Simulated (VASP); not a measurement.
# LiCl (P6_3mc) in VASP: further runs

Runs on LiCl. Level: PBEsol. Tasks: single point, relaxation of cell and atoms.

All numbers are computed with VASP 6.6.1; they aren't measurements. Logs are shortened: lines on timing, memory, paths and dates and some standing lists are left out, and cuts for length are marked.

## 1. The cell of the first run

It takes space group P6_3mc (No. 186, hexagonal). Conventional cell: a = 3.882 Å, b = 3.882 Å, c = 6.176 Å, α = 90.00°, β = 90.00°, γ = 120.00°. Li (site symmetry 3m) has 4 Cl at 2.36 Å within 3.1 Å. Within 3.1 Å of Cl (site symmetry 3m) lie 4 Li at 2.36 Å.

## 2. Single point, PBEsol

The input, INCAR:

```
PREC = Accurate ; ENCUT = 520
EDIFF = 1E-7 ; ISMEAR = 0
SIGMA = 0.01 ; LREAL = F
LASPH = T ; NELM = 80
ALGO = Normal ; ISIF = 2
LWAVE = F ; LCHARG = T
GGA = PS ; LELF = T
LVHAR = T ; NBANDS = 18
```

The input, KPOINTS:

```
Automatic mesh
0
Gamma
  7 7 4
```

The input, POSCAR:

```
LiCl
1.0
    3.8816152578      0.0000000000      0.0000000000
   -1.9408076289      3.3615774210      0.0000000000
    0.0000000000      0.0000000000      6.1763032202
Li Cl
2 2
Direct
    0.6666666667      0.3333333333      0.8786952457
    0.3333333333      0.6666666667      0.3786952457
    0.6666666667      0.3333333333      0.4963057543
    0.3333333333      0.6666666667      0.9963057543
```

Potentials or basis: VASP PAW PBE potentials, release 64 (Li_sv, Cl).

Started as:

```bash
> cat potpaw_PBE.64/Li_sv/POTCAR potpaw_PBE.64/Cl/POTCAR > POTCAR
> mpirun -np 1 vasp_std > vasp.out
```

OUTCAR:

```text
PREC = Accurate
   ENCUT = 520
   EDIFF = 1E-7
   ISMEAR = 0
   LREAL = F
   LASPH = T
   NELM = 80
   ISIF = 2
   GGA = PS

 ion  position               nearest neighbor table
   1  0.667  0.333  0.879-   4 2.36   4 2.36   4 2.36   3 2.36
   2  0.333  0.667  0.379-   3 2.36   3 2.36   3 2.36   4 2.36
   3  0.667  0.333  0.496-   2 2.36   2 2.36   2 2.36   1 2.36
   4  0.333  0.667  0.996-   1 2.36   1 2.36   1 2.36   2 2.36

  LATTYP: Found a hexagonal cell.
 ALAT       =     3.8816152578
 C/A-ratio  =     1.5911683178

  Lattice vectors:

 A1 = (   3.8816152578,   0.0000000000,   0.0000000000)
 A2 = (  -1.9408076289,   3.3615774210,   0.0000000000)
 A3 = (   0.0000000000,   0.0000000000,   6.1763032202)

Analysis of symmetry for initial positions (statically):
=====================================================================
 Subroutine PRICEL returns:
 Original cell was already a primitive cell.

 Routine SETGRP: Setting up the symmetry group for a
 hexagonal supercell.

 Subroutine GETGRP returns: Found 12 space group operations
 (whereof  6 operations were pure point group operations)
 out of a pool of 24 trial point group operations.

The static configuration has the point symmetry C_3v.
 The point group associated with its full space group is C_6v.

Analysis of symmetry for dynamics (positions and initial velocities):
=====================================================================
 Subroutine PRICEL returns:
 Original cell was already a primitive cell.

 Routine SETGRP: Setting up the symmetry group for a
 hexagonal supercell.

 Subroutine GETGRP returns: Found 12 space group operations
 (whereof  6 operations were pure point group operations)
 out of a pool of 24 trial point group operations.

The dynamic configuration has the point symmetry C_3v.
 The point group associated with its full space group is C_6v.

 Subroutine INISYM returns: Found 12 space group operations
 (whereof  6 operations are pure point group operations),
 and found     1 'primitive' translations

----------------------------------------------------------------------------------------

                                     Primitive cell

  volume of cell :      80.5906

  direct lattice vectors                    reciprocal lattice vectors
     3.881615258  0.000000000  0.000000000     0.257624709  0.148739695  0.000000000
    -1.940807629  3.361577421  0.000000000     0.000000000  0.297479390  0.000000000
     0.000000000  0.000000000  6.176303220     0.000000000  0.000000000  0.161909149

  length of vectors
     3.881615258  3.881615258  6.176303220     0.297479390  0.297479390  0.161909149

  position of ions in fractional coordinates (direct lattice)
     0.666666667  0.333333333  0.878695246
     0.333333333  0.666666667  0.378695246
     0.666666667  0.333333333  0.496305754
     0.333333333  0.666666667  0.996305754

  ion indices of the primitive-cell ions
   primitive index   ion index
                 1           1
                 2           2
                 3           3
                 4           4

----------------------------------------------------------------------------------------

 KPOINTS: Automatic mesh

Automatic generation of k-mesh.
 Grid dimensions read from file:
 generate k-points for:    7    7    4

 Generating k-lattice:

  Cartesian coordinates                     Fractional coordinates (reciprocal lattice)
     0.036803530  0.021248528  0.000000000     0.142857143 -0.000000000  0.000000000
     0.000000000  0.042497056  0.000000000     0.000000000  0.142857143  0.000000000
     0.000000000  0.000000000  0.040477287     0.000000000  0.000000000  0.250000000

  Length of vectors
     0.042497056  0.042497056  0.040477287

  Shift w.r.t. Gamma in fractional coordinates (k-lattice)
     0.000000000  0.000000000  0.000000000

 Subroutine IBZKPT returns following result:
 ===========================================

 Found     24 irreducible k-points:

 Following reciprocal coordinates:
            Coordinates               Weight
  0.000000  0.000000  0.000000      1.000000
  0.142857  0.000000  0.000000      6.000000
  0.285714  0.000000  0.000000      6.000000
  0.428571  0.000000  0.000000      6.000000
  0.142857  0.142857  0.000000      6.000000
  0.285714  0.142857  0.000000     12.000000
[... 16 lines left out ...]
  0.428571  0.142857  0.500000      6.000000
  0.285714  0.285714  0.500000      6.000000
   k-points           NKPTS =     24   k-points in BZ     NKDIM =     24   number of bands    NBANDS=     18
   number of dos      NEDOS =    301   number of ions     NIONS =      4
   total plane-waves  NPLWV =  43200
   dimension x,y,z NGX =    30 NGY =   30 NGZ =   48
   dimension x,y,z NGXF=    60 NGYF=   60 NGZF=   96
   ions per type =               2   2
   NGX,Y,Z   is equivalent  to a cutoff of  12.85, 12.85, 12.92 a.u.
   NGXF,Y,Z  is equivalent  to a cutoff of  25.70, 25.70, 25.84 a.u.
 SYSTEM =  unknown system
   PREC   = accura    normal or accurate (medium, high low for compatibility)
   ISTART =      0    job   : 0-new  1-cont  2-samecut
   ICHARG =      2    charge: 1-file 2-atom 10-const
   ISPIN  =      1    spin polarized calculation?
   LNONCOLLINEAR =      F non collinear calculations
   LSORBIT =      F    spin-orbit coupling
   LASPH  =      T    aspherical Exc in radial PAW
   ENCUT  =  520.0 eV  38.22 Ry    6.18 a.u.   7.22  7.22 11.48*2*pi/ulx,y,z
   NELM   =     80;   NELMIN=  2; NELMDL= -5     # of ELM steps
   EDIFF  = 0.1E-06   stopping-criterion for ELM
   LREAL  =      F    real-space projection
   EDIFFG = 0.1E-05   stopping-criterion for IOM
   NSW    =      0    number of steps for IOM
   IBRION =     -1    ionic relax: 0-MD 1-quasi-New 2-CG
   NFREE  =      0    steps in history (QN), initial steepest desc. (CG)
   ISIF   =      2    stress and relaxation
   ISYM   =      2    0-nonsym 1-usesym 2-fastsym
   POTIM  = 0.5000    time-step for ionic-motion
   TEBEG  =    0.0;   TEEND  =   0.0 temperature during run
   PSTRESS=    0.0 pullay stress
   NELECT =      20.0000    total number of electrons
   NUPDOWN=      -1.0000    fix difference up-down
   EMIN   =  10.00;   EMAX   =-10.00  energy-range for DOS
   EFERMI =   0.00;   METHOD = LEGACY
   ISMEAR =     0;   SIGMA  =   0.01  broadening in eV -4-tet -1-fermi 0-gaus
   EFERMI_NEDOS =   21; number of points for ismear=-14 and -15
   IALGO  =     38    algorithm
   IMIX   =      4    mixing-type and parameters
     AMIX     =   0.40;   BMIX     =  1.00
     AMIX_MAG =   1.60;   BMIX_MAG =  1.00
  volume/ion in A,a.u.               =      20.15       135.96
  Fermi-wavevector in a.u.,A,eV,Ry     =   1.028782  1.944116 14.400307  1.058393
  Thomas-Fermi vector in A             =   2.162796
   LORBIT       =      0    0 simple, 1 ext, 2 COOP (PROOUT), +10 PAW based schemes
   GGA     = PS    functional components
   LHFCALC =     F    Hartree Fock is set to
   AEXX    =    0.0000 exact exchange contribution
   IVDW    =     0    specifies the selected vdW correction
   LEPSILON=     F    determine dielectric tensor
   LRPA    =     F    only Hartree local field effects (RPA)
 non-spin polarized calculation
 Gauss-broadening in eV      SIGMA  =   0.01
  energy-cutoff  :      520.00
  volume of cell :       80.59
 maximum number of plane-waves:      2189
 NGX is ok and might be reduce to    30
   NGX = 15   NGY = 15   NGZ = 23

 number of electron      19.9999996 magnetization

 Free energy of the ion-electron system (eV)
  ---------------------------------------------------
  ext. energy  EPLUGINS =         0.00000000
  ---------------------------------------------------
  free energy    TOTEN  =       -15.21412018 eV

  energy without entropy =      -15.21412018  energy(sigma->0) =      -15.21412018

 E-fermi :  -0.9942     XC(G=0):  -7.9587

 val. band max:       -1.0354464495   @ k =   0.0000   0.0000   0.0000
 cond. band min:       4.8130837533   @ k =   0.0000   0.0000   0.0000
 fundamental gap:      5.8485302028
 Fermi energy:        -0.9941880054

 k-point     1 :       0.0000    0.0000    0.0000
  band No.  band energies     occupation
      1     -43.2512      2.00000
      2     -43.2494      2.00000
      3     -13.8634      2.00000
      4     -13.5152      2.00000
      5      -3.2620      2.00000
      6      -1.4953      2.00000
[... 10 lines left out ...]
     17       9.7892      0.00000
     18       9.9287      0.00000

 k-point     2 :       0.1429    0.0000    0.0000
  band No.  band energies     occupation
      1     -43.2509      2.00000
      2     -43.2492      2.00000
      3     -13.8158      2.00000
      4     -13.4961      2.00000
      5      -3.1511      2.00000
      6      -1.8015      2.00000
[... 10 lines left out ...]
     17      10.0600      0.00000
     18      10.2017      0.00000

 k-point     3 :       0.2857    0.0000    0.0000
  band No.  band energies     occupation
      1     -43.2502      2.00000
      2     -43.2490      2.00000
      3     -13.6981      2.00000
      4     -13.4597      2.00000
      5      -2.8833      2.00000
      6      -2.4197      2.00000
[... 10 lines left out ...]
     17      10.2729      0.00000
     18      11.2122      0.00000

 k-point     4 :       0.4286    0.0000    0.0000
  band No.  band energies     occupation
      1     -43.2496      2.00000
      2     -43.2489      2.00000
      3     -13.5812      2.00000
      4     -13.4486      2.00000
      5      -3.0200      2.00000
      6      -2.4806      2.00000
[... 10 lines left out ...]
     17      10.8515      0.00000
     18      11.9266      0.00000

 k-point     5 :       0.1429    0.1429    0.0000
  band No.  band energies     occupation
      1     -43.2504      2.00000
      2     -43.2490      2.00000
      3     -13.7328      2.00000
      4     -13.4683      2.00000
      5      -2.9499      2.00000
      6      -2.1688      2.00000
[... 10 lines left out ...]
     17      10.1997      0.00000
     18      10.6736      0.00000

 k-point     6 :       0.2857    0.1429    0.0000
  band No.  band energies     occupation
      1     -43.2497      2.00000
      2     -43.2488      2.00000
      3     -13.6122      2.00000
      4     -13.4464      2.00000
      5      -2.8218      2.00000
      6      -2.5685      2.00000
[... 10 lines left out ...]
     17      10.5137      0.00000
     18      11.4355      0.00000

 k-point     7 :       0.4286    0.1429    0.0000
  band No.  band energies     occupation
      1     -43.2493      2.00000
      2     -43.2488      2.00000
      3     -13.5406      2.00000
      4     -13.4530      2.00000
      5      -3.0349      2.00000
      6      -2.4671      2.00000
[... 10 lines left out ...]
     17      10.7492      0.00000
     18      11.9126      0.00000

 k-point     8 :       0.2857    0.2857    0.0000
  band No.  band energies     occupation
      1     -43.2492      2.00000
      2     -43.2488      2.00000
      3     -13.5208      2.00000
      4     -13.4564      2.00000
      5      -2.9587      2.00000
      6      -2.4908      2.00000
[... 10 lines left out ...]
     17      10.5754      0.00000
     18      11.6151      0.00000
[... 229 lines left out ...]
     17      10.1932      0.00000
     18      10.1932      0.00000

 k-point    20 :       0.4286    0.0000    0.5000
  band No.  band energies     occupation
      1     -43.2492      2.00000
      2     -43.2492      2.00000
      3     -13.5163      2.00000
      4     -13.5163      2.00000
      5      -2.9750      2.00000
      6      -2.9750      2.00000
[... 10 lines left out ...]
     17      10.6567      0.00000
     18      10.6567      0.00000

 k-point    21 :       0.1429    0.1429    0.5000
  band No.  band energies     occupation
      1     -43.2497      2.00000
      2     -43.2497      2.00000
      3     -13.6051      2.00000
      4     -13.6051      2.00000
      5      -2.4953      2.00000
      6      -2.4953      2.00000
[... 10 lines left out ...]
     17      10.1420      0.00000
     18      10.1420      0.00000

 k-point    22 :       0.2857    0.1429    0.5000
  band No.  band energies     occupation
      1     -43.2493      2.00000
      2     -43.2493      2.00000
      3     -13.5313      2.00000
      4     -13.5313      2.00000
      5      -2.7991      2.00000
      6      -2.7991      2.00000
[... 10 lines left out ...]
     17      10.7691      0.00000
     18      10.7691      0.00000

 k-point    23 :       0.4286    0.1429    0.5000
  band No.  band energies     occupation
      1     -43.2491      2.00000
      2     -43.2491      2.00000
      3     -13.4976      2.00000
      4     -13.4976      2.00000
      5      -2.9490      2.00000
      6      -2.9490      2.00000
[... 10 lines left out ...]
     17      11.3557      0.00000
     18      11.3557      0.00000

 k-point    24 :       0.2857    0.2857    0.5000
  band No.  band energies     occupation
      1     -43.2491      2.00000
      2     -43.2491      2.00000
      3     -13.4892      2.00000
      4     -13.4892      2.00000
      5      -2.7786      2.00000
      6      -2.7786      2.00000
[... 10 lines left out ...]
     17      11.0081      0.00000
     18      11.0081      0.00000

------------------------ aborting loop because EDIFF is reached ----------------------------------------

  FORCE on cell =-STRESS in cart. coord.  units (eV):
  Direction    XX          YY          ZZ          XY          YZ          ZX
  --------------------------------------------------------------------------------------
  -------------------------------------------------------------------------------------
  Total       -0.0150463     -0.0150463     -0.0224272      0.0000000     -0.0000000      0.0000000
  in kB       -0.2991271     -0.2991271     -0.4458621      0.0000000     -0.0000000      0.0000000
  external PRESSURE =      -0.3480388 kB  Pullay stress =       0.0000000 kB

 VOLUME and BASIS-vectors are now :
 -----------------------------------------------------------------------------
  energy-cutoff  :      520.00
  volume of cell :       80.59
      direct lattice vectors                 reciprocal lattice vectors
     3.881615258  0.000000000  0.000000000     0.257624709  0.148739695  0.000000000
    -1.940807629  3.361577421  0.000000000     0.000000000  0.297479390  0.000000000
     0.000000000  0.000000000  6.176303220     0.000000000  0.000000000  0.161909149

 POSITION                                       TOTAL-FORCE (eV/Angst)
 -----------------------------------------------------------------------------------
      1.94081      1.12053      5.42709         0.000000     -0.000000      0.002107
     -0.00000      2.24105      2.33894         0.000000      0.000000      0.002107
      1.94081      1.12053      3.06533        -0.000000     -0.000000     -0.002107
     -0.00000      2.24105      6.15349         0.000000      0.000000     -0.002107
 -----------------------------------------------------------------------------------
    total drift:                               -0.000000     -0.000000      0.000172

  FREE ENERGIE OF THE ION-ELECTRON SYSTEM (eV)
  ---------------------------------------------------
  free  energy   TOTEN  =       -15.2141201824 eV

  energy  without entropy=      -15.2141201824  energy(sigma->0) =      -15.21412018
```

Wall time 64 s (1 thread of Intel Xeon 8259CL, shared host); peak memory 0.2 GiB.

What came out:

* Free energy: -15.2141 eV
* Band gap on the k mesh: 5.85 eV

Forces on the atoms (eV/Å):
```
Li   0.000  0.000  0.002
Li   0.000  0.000  0.002
Cl   0.000  0.000 -0.002
Cl   0.000  0.000 -0.002
```

Levels at points of the mesh, in eV from the valence-band top:
```csv
k point,band 7,band 8,band 9,band 10,band 11,band 12,band 13,band 14
"(0.00, 0.00, 0.00)",-0.46,-0.10,-0.10,0.00,5.85,8.12,9.84,9.84
"(0.00, 0.00, 0.50)",-0.29,-0.29,-0.29,-0.29,7.19,7.19,10.06,10.06
```

Caveat: the cutoff is under 1.25 times the usual one of these potentials, so pressure, stress and relaxed cells hold a basis-set (Pulay) error; the PAW data sets were made with another functional, which shifts forces and pressure a little.

## 3. Relaxation of cell and atoms, PBEsol

This run uses another cell than the first one, of 21.20 Å³/atom.

The input, INCAR:

```
SYSTEM = LiCl
PREC = Accurate ; ENCUT = 600
EDIFF = 1E-6 ; ISMEAR = 0
SIGMA = 0.01 ; LREAL = .False.
LASPH = .True. ; NELM = 100
ALGO = Normal ; ISIF = 3
LWAVE = .False. ; LCHARG = .False.
GGA = PS ; IBRION = 2
NSW = 50 ; EDIFFG = -0.01
```

The input, KPOINTS:

```
Automatic mesh
0
Gamma
  7 7 4
  0 0 0
```

The input, POSCAR:

```
LiCl
1.0
    3.9248820000      0.0000000000      0.0000000000
   -1.9624410000      3.3990480000      0.0000000000
    0.0000000000      0.0000000000      6.3571610000
Li Cl
2 2
Direct
    0.6666666667      0.3333333333      0.8760170000
    0.3333333333      0.6666666667      0.3760170000
    0.6666666667      0.3333333333      0.4989840000
    0.3333333333      0.6666666667      0.9989840000
```

Potentials or basis: VASP PAW PBE potentials, release 64 (Li_sv, Cl).

Started as:

```bash
> cat potpaw_PBE.64/Li_sv/POTCAR potpaw_PBE.64/Cl/POTCAR > POTCAR
> mpirun -np 1 vasp_std > vasp.out
```

Wall time 5.9 min (1 thread of Intel Xeon 8259CL, shared host); peak memory 0.23 GiB.

Results (log left out):

| Property | Result |
| --- | --- |
| Free energy | -15.2179 eV |
| Relaxed volume | 20.13 Å³/atom |
| Relaxed cell | a = 3.883 Å, b = 3.883 Å, c = 6.166 Å, α = 90.00°, β = 90.00°, γ = 120.00° |
| Space group after relaxing (to 0.1 Å) | P6_3mc (No. 186) |
| Energy gained by relaxing | 4.5 meV/atom |
| Ionic steps | 12 |
| Pressure after relaxing | 0.0 GPa |
| Band gap on the k mesh | 5.84 eV |

Step by step:
| step | energy change (eV) | largest force (eV/Å) | pressure (GPa) | volume (Å³) |
| --- | --- | --- | --- | --- |
| 1 | 0.0000 | 0.0173 | -1.19 | 84.81 |
| 2 | -0.0116 | 0.0178 | -0.70 | 82.88 |
| 3 | -0.0170 | 0.0189 | -0.05 | 80.67 |
| 4 | -0.0170 | 0.0194 | -0.02 | 80.49 |
| 5 | -0.0170 | 0.0195 | 0.04 | 80.33 |
| 6 | -0.0171 | 0.0168 | 0.06 | 80.32 |
| 7 | -0.0175 | 0.0108 | 0.07 | 80.32 |
| 8 | -0.0179 | 0.0012 | 0.06 | 80.32 |
| 9 | -0.0176 | 0.0212 | 0.06 | 80.30 |
| 10 | -0.0179 | 0.0075 | 0.06 | 80.31 |
| 11 | -0.0179 | 0.0051 | -0.07 | 80.71 |
| 12 | -0.0180 | 0.0016 | -0.01 | 80.52 |

Final structure:
```yaml
crystal:
  lattice:
    - [3.88307, 0.00000, 0.00000]
    - [-1.94153, 3.36283, 0.00000]
    - [0.00000, 0.00000, 6.16607]
  atoms:
    - { symbol: Li, position: [0.66667, 0.33333, 0.87906] }
    - { symbol: Li, position: [0.33333, 0.66667, 0.37906] }
    - { symbol: Cl, position: [0.66667, 0.33333, 0.49594] }
    - { symbol: Cl, position: [0.33333, 0.66667, 0.99594] }
```

Levels at points of the mesh, in eV from the valence-band top:
```
           k point  band 7  band 8  band 9  band 10  band 11  band 12  band 13  band 14
(0.00, 0.00, 0.00)   -0.47   -0.11   -0.11     0.00     5.84     8.11     9.83     9.83
(0.00, 0.00, 0.50)   -0.30   -0.30   -0.30    -0.30     7.19     7.19    10.04    10.04
```

Caveat: the cutoff is under 1.25 times the usual one of these potentials, so pressure, stress and relaxed cells hold a basis-set (Pulay) error; the PAW data sets were made with another functional, which shifts forces and pressure a little. A k mesh can miss the band edges.
